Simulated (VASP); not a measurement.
Input of a VASP 6.6.1 run:

File INCAR:

```
SYSTEM = TiO2
PREC     = Accurate       ! precision mode
ENCUT    = 520            ! plane-wave cutoff, eV
EDIFF    = 1E-7           ! SCF threshold, eV
ISMEAR   = -1             ! smearing method
SIGMA    = 0.05           ! smearing width, eV
LREAL    = .False.        ! projectors in reciprocal space
LASPH    = .True.         ! aspherical terms in the spheres
NELM     = 100            ! most SCF steps
ALGO     = Normal         ! electronic algorithm
ISIF     = 2              ! what is computed and relaxed
LWAVE    = .False.        ! write WAVECAR
LCHARG   = .True.         ! write CHGCAR
GGA      = PE             ! functional
LELF     = .True.         ! ELF
LVHAR    = .True.       
NBANDS   = 33             ! bands
```

File KPOINTS:

```
Automatic mesh
0
Gamma
  7 7 10
  0 0 0
```

File POSCAR:

```
TiO2
1.0
    4.5480600000      0.0000000000      0.0000000000
    0.0000000000      4.5480600000      0.0000000000
    0.0000000000      0.0000000000      2.9590000000
Ti O
2 4
Direct
    0.0000000000      0.0000000000      0.0000000000
    0.5000000000      0.5000000000      0.5000000000
    0.3060000000      0.3060000000      0.0000000000
    0.1940000000      0.8060000000      0.5000000000
    0.6940000000      0.6940000000      0.0000000000
    0.8060000000      0.1940000000      0.5000000000
```

Potentials or basis: VASP PAW PBE potentials, release 64 (Ti_sv, O).

The run is started by

```console
$ cat potpaw_PBE.64/Ti_sv/POTCAR potpaw_PBE.64/O/POTCAR > POTCAR
$ mpirun -np 1 vasp_std > vasp.out
```

Q: Predict the largest force.

A: 0.355 eV/Å.

Q: Estimate the pressure.

A: 10.9 GPa.

Stress tensor (GPa, compression positive):
```
11.52  0.00  0.00
 0.00 11.52  0.00
 0.00  0.00  9.66
```

Caveat: the cell differs from its parent crystal (equal xx and yy strain of -1 %).
